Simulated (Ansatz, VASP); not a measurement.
## MoS2: VASP beside Ansatz

```
Mo S
1.0
     3.18427    0.00000    0.00000
    -1.59213    2.75766    0.00000
     0.00000    0.00000   12.99040
Mo S
2 4
Direct
  0.66667 0.33333 0.25000
  0.33333 0.66667 0.75000
  0.66667 0.33333 0.63047
  0.33333 0.66667 0.36953
  0.66667 0.33333 0.86953
  0.33333 0.66667 0.13047
```

Alike in both runs: functional r2SCAN; k mesh 12 × 12 × 2; occupations gaussian, width 0.02 eV; no spin polarisation.

Ansatz relaxed the structure, and its values are those at the end. VASP's run is a single point on that final structure, the one shown.

```csv
,VASP,Ansatz
version,VASP 6.6.1,Ansatz 0.2.0
potentials or method,"VASP PAW PBE potentials, release 64 (Mo_sv, S), cutoff 520 eV","scalar-relativistic, plane waves, PAW"
valence electrons in the cell,52,52
```

|  | VASP | Ansatz | Ansatz less VASP |
| --- | --- | --- | --- |
| gap on the k mesh at the Fermi level (eV) | 1.18 | 1.16 | -0.018 |
| least direct gap on the mesh (eV) | 1.73 | 1.72 | -0.007 |
| pressure (GPa) | 0.1 | 0.0 | -0.05 |

VASP's potentials were made for PBE, not for r2SCAN. With one functional, cell and mesh, what is left measures potentials, basis and numerics.
